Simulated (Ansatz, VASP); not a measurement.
## One calculation of LiH, two programs

```
Li H
1.0
     2.50166    0.00000    0.00000
     0.00000    2.50166    0.00000
     0.00000    0.00000    2.47164
Li H
1 1
Direct
  0.00000 0.00000 0.00000
  0.50000 0.50000 0.50000
```

Change from the starting cell: uniaxial_z strain -1.2%.

Alike in both runs: task single point; functional r2SCAN; k mesh 10 × 10 × 10; no spin polarisation.

|  | VASP | Ansatz |
| --- | --- | --- |
| version | VASP 6.6.1 | Ansatz 0.2.0 |
| potentials or method | VASP PAW PBE potentials, release 64 (Li_sv, H) | plane waves, PAW |
| plane-wave cutoff (eV) | 520 | 500 |
| occupations | gaussian, width 0.01 eV | fixed |
| valence electrons in the cell | 4 | 4 |

VASP gave:

```
gap on the k mesh at the Fermi level (eV) : 1.26
```

Question: What did Ansatz give for the same quantities?

Answer: gap on the k mesh at the Fermi level (eV): 1.07.

VASP's potentials were made for PBE, not for r2SCAN.

Noted on VASP's run: the cutoff is short for stress, so the pressure is rough.
